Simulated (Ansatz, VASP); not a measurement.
# Pt: VASP beside Ansatz

```
Pt
1.0
     0.00000    1.79395    2.33213
     1.79395    0.00000    2.33213
     1.79395    1.79395    0.00000
Pt
1
Direct
  0.00000 0.00000 0.00000
```

Alike in both runs: task single point; functional PBEsol; k mesh 24 × 24 × 24; occupations gaussian, width 0.15 eV; no spin polarisation.

|  | VASP | Ansatz |
| --- | --- | --- |
| version | VASP 6.6.1 | Ansatz 0.2.0 |
| potentials or method | VASP PAW PBE potentials, release 64 (Pt), cutoff 520 eV | scalar-relativistic, plane waves, PAW |
| valence electrons in the cell | 10 | 18 |

|  | VASP | Ansatz | Ansatz less VASP |
| --- | --- | --- | --- |
| gap on the k mesh at the Fermi level (eV) | none | none | - |
| pressure (GPa) | 12.7 | 13.1 | +0.38 |
| traceless stress, the component that is largest in VASP (GPa) | -30.55 | -30.65 | -0.105 |

VASP's potentials were made for PBE, not for PBEsol. A gap of «none» marks a metal or a gap that the smearing closes. With one functional, cell and mesh, what is left measures potentials, basis and numerics. VASP's potentials hold 10 valence electrons a cell and Ansatz's 18, so a difference there can come from the potentials and not from the codes.

Neither program's run includes spin-orbit coupling.
